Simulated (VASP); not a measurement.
**Mn: single point with revPBE**

Crystal: Mn.

```xyz
1
Lattice="-1.3666 1.3666 1.3666 1.3666 -1.3666 1.3666 1.3666 1.3666 -1.3666" Properties=species:S:1:pos:R:3 pbc="T T T"
Mn    0.0000    0.0000    0.0000
```

This cell differs from its parent crystal: volume scaled by 0.92.

| Quantity | Value |
| --- | --- |
| Program | VASP 6.6.1 |
| Task | single point |
| Functional | revPBE |
| Potentials or basis | VASP PAW PBE potentials, release 64 (Mn_pv) |
| Cutoff | 500 eV |
| k mesh | 18 × 18 × 18 |
| Occupations | fermi-dirac, width 0.05 eV |
| Spin | collinear spin, ferromagnetic start |
| Starting moments | [-0.899] μB |

```json
{
  "Pressure": "23.6 GPa",
  "Net moment": "-0.62 μB per cell",
  "Site moments": "Mn -0.61 μB",
  "Valence electrons inside the program's atomic spheres": "Mn 12.08"
}
```

Levels at points of the mesh, in eV from the Fermi level:
Spin up:
| k point | band 2 | band 3 | band 4 | band 5 | band 6 | band 7 | band 8 | band 9 | band 10 | band 11 |
| --- | --- | --- | --- | --- | --- | --- | --- | --- | --- | --- |
| (0.00, 0.00, 0.00) | -47.62 | -47.62 | -8.83 | -1.39 | -1.39 | -1.39 | 0.82 | 0.82 | 24.15 | 24.15 |
| (0.50, 0.00, 0.00) | -47.91 | -47.62 | -5.05 | -2.99 | 0.79 | 0.79 | 1.17 | 2.45 | 10.14 | 18.40 |
| (0.50, 0.50, 0.50) | -48.24 | -48.24 | -4.87 | -4.87 | 2.05 | 2.05 | 2.05 | 11.15 | 11.15 | 11.15 |
Spin down:
```csv
k point,band 4,band 5,band 6,band 7,band 8,band 9,band 10,band 11
"(0.00, 0.00, 0.00)",-8.93,-1.92,-1.92,-1.92,0.04,0.04,24.17,24.17
"(0.50, 0.00, 0.00)",-5.42,-3.46,0.08,0.37,0.70,1.83,9.72,18.34
"(0.50, 0.50, 0.50)",-5.37,-5.37,1.44,1.44,1.44,11.04,11.04,11.04
```

Wall time 110 s on 1 thread of Intel Xeon 8259CL, with other jobs on the host, peak memory 0.16 GiB.

Caveat: the PAW data sets were made with another functional, which shifts forces and pressure a little.
